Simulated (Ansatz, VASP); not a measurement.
Sb: VASP beside Ansatz

INCAR

```
SYSTEM = Sb
PREC     = Accurate       ! precision mode
ENCUT    = 520            ! plane-wave cutoff, eV
EDIFF    = 1E-6           ! SCF threshold, eV
ISMEAR   = 0              ! smearing method
SIGMA    = 0.1            ! smearing width, eV
LREAL    = .False.        ! projectors in reciprocal space
LASPH    = .True.         ! aspherical terms in the spheres
NELM     = 80             ! most SCF steps
ALGO     = Normal         ! electronic algorithm
ISIF     = 2              ! what is computed and relaxed
LWAVE    = .False.        ! write WAVECAR
LCHARG   = .False.        ! write CHGCAR
GGA      = PE             ! functional
NBANDS   = 12             ! bands
```

File KPOINTS:

```
regular mesh
0
Gamma
  6 6 4
  0 0 0
```

The input POSCAR:

```
Sb
1.0
    3.3488112600      0.0000000000      0.0000000000
    0.0000000000      3.5581476400      0.0000000000
    0.0000000000      0.0000000000      4.7666939000
Sb
2
Direct
    0.5000000000      0.0000000000      0.9730890500
    0.0000000000      0.5000000000      0.0269109500
```

Input for Ansatz:

```yaml
crystal:
  lattice:
    - [3.34881126, 0.0, 0.0]
    - [0.0, 3.55814764, 0.0]
    - [0.0, 0.0, 4.7666939]
  atoms:
    - { symbol: Sb, position: [0.5, 0.0, 0.97308905] }
    - { symbol: Sb, position: [0.0, 0.5, 0.02691095] }
basis:
  ecutwfc: 420
kpoints:
  mp_grid: { grid: [6, 6, 4] }
hamiltonian:
  xc: pbe
scf:
  occupations: { method: gaussian, width: 0.1 }
  lower_state_search: "off"
output:
  forces: true
  stress: true
  eigenvalues: true
```

Alike in both runs: task single point; functional PBE; k mesh 6 × 6 × 4; occupations gaussian, width 0.1 eV; no spin polarisation.

|  | VASP | Ansatz |
| --- | --- | --- |
| version | VASP 6.6.1 | Ansatz 0.2.0 |
| potentials or method | VASP PAW PBE potentials, release 64 (Sb), cutoff 520 eV | scalar-relativistic, plane waves, PAW |
| valence electrons in the cell | 10 | 30 |

Ansatz gave:

```
gap on the k mesh at the Fermi level (eV) : none
rms of the force components (eV/Å)        : 1.434
```

Problem. What did VASP give for the same quantities?

Solution. gap on the k mesh at the Fermi level (eV): none; rms of the force components (eV/Å): 1.426.

Atom by atom the forces differ by 0.008 eV/Å (rms over components). A gap of «none» marks a metal or a gap that the smearing closes. The functional is the same, so the differences come from potentials, cutoffs and numerics. VASP's potentials hold 10 valence electrons a cell and Ansatz's 30, so a difference there can come from the potentials and not from the codes.

Spin-orbit coupling is off throughout.
